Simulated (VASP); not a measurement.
Input of a VASP 6.6.1 run:

The input INCAR:

```
SYSTEM = Ge2Sb3O
PREC = Accurate
ENCUT = 520
EDIFF = 1E-7
ISMEAR = 0
SIGMA = 0.1
LREAL = .FALSE.
LASPH = .TRUE.
NELM = 100
ALGO = Normal
ISIF = 2
LWAVE = .FALSE.
LCHARG = .FALSE.
GGA = PE
NBANDS = 34
```

File KPOINTS:

```
regular mesh
0
G
  12 12 4
  0 0 0
```

File POSCAR:

```
Ge2Sb3O
1.0
    3.3651487584      0.0000000000      0.0000000000
    0.0000000000      3.3651487584      0.0000000000
    0.0000000000      0.0000000000     10.9748263520
Ge Sb O
2 3 1
Direct
    0.0000000000      0.0000000000      0.3171541973
    0.0000000000      0.0000000000      0.6828458027
    0.5000000000      0.5000000000      0.1320165262
    0.5000000000      0.5000000000      0.5000000000
    0.5000000000      0.5000000000      0.8679834738
    0.0000000000      0.0000000000      0.0000000000
```

Potentials or basis: VASP PAW PBE potentials, release 64 (Ge_d, Sb, O).

Command:

```sh
$ cat potpaw_PBE.64/Ge_d/POTCAR potpaw_PBE.64/Sb/POTCAR potpaw_PBE.64/O/POTCAR > POTCAR
$ mpirun -np 1 vasp_std > vasp.out
```

(1) Estimate the pressure.

(2) What does it give for the largest force?

Results:

(1) -0.2 GPa.

(2) 0.023 eV/Å.

Caveat: an odd number of electrons without spin polarisation forces a metal; a magnetic or distorted state may lie lower.
